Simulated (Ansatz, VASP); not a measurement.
## One calculation of La2O3, two programs

The input INCAR:

```
SYSTEM = La2O3
  ALGO = Normal
  EDIFF = 1E-6
  ENCUT = 520
  GGA = CA
  ISIF = 2
  ISMEAR = 0
  LASPH = .True.
  LCHARG = .False.
  LREAL = .False.
  LWAVE = .False.
  NBANDS = 28
  NELM = 80
  PREC = Accurate
  SIGMA = 0.01
```

File KPOINTS:

```
k-points
0
Gamma
  6 6 4
  0 0 0
```

File POSCAR:

```
La2O3
1.0
    3.9438371591      0.0000000000      0.0000000000
   -1.9719185795      3.4154625615      0.0000000000
    0.0000000000      0.0000000000      6.1322596442
La O
2 3
Direct
    0.6666666667      0.3333333333      0.7537640000
    0.3333333333      0.6666666667      0.2462360000
    0.6666666667      0.3333333333      0.3541090000
    0.3333333333      0.6666666667      0.6458910000
    0.0000000000      0.0000000000      0.0000000000
```

Input for Ansatz:

```yaml
crystal:
  lattice:
    - [3.9438371590570065, 0.0, 0.0]
    - [-1.9719185795285032, 3.4154625614866534, 0.0]
    - [0.0, 0.0, 6.132259644184206]
  atoms:
    - { symbol: La, position: [0.6666666666666666, 0.3333333333333333, 0.753764] }
    - { symbol: La, position: [0.3333333333333333, 0.6666666666666666, 0.246236] }
    - { symbol: O, position: [0.6666666666666666, 0.3333333333333333, 0.354109] }
    - { symbol: O, position: [0.3333333333333333, 0.6666666666666666, 0.645891] }
    - { symbol: O, position: [0.0, 0.0, 0.0] }
basis:
  ecutwfc: 550.0
kpoints:
  mp_grid:
    grid: [6, 6, 4]
hamiltonian:
  xc: lda
  pseudopotentials:
    kind: paw
scf:
  occupations:
    method: fixed
output:
  stress: true
```

Alike in both runs: task single point; functional LDA; k mesh 6 × 6 × 4; no spin polarisation.

```csv
,VASP,Ansatz
version,VASP 6.6.1,Ansatz 0.2.0
potentials or method,"VASP PAW LDA potentials, release 64 (La, O), cutoff 520 eV","plane waves, PAW"
occupations,"gaussian, width 0.01 eV",fixed
valence electrons in the cell,40,40
```

Ansatz gave:

```
pressure (GPa)                                                : -7.5
traceless stress, the component that is largest in VASP (GPa) : 0.60
```

Task: Estimate VASP's values.

Result: Pressure (GPa): -7.6; traceless stress, the component that is largest in VASP (GPa): 0.59.

LDA's correlation is that of Perdew and Zunger in VASP and of Perdew and Wang (1992) in Ansatz.

Neither program's run includes spin-orbit coupling.
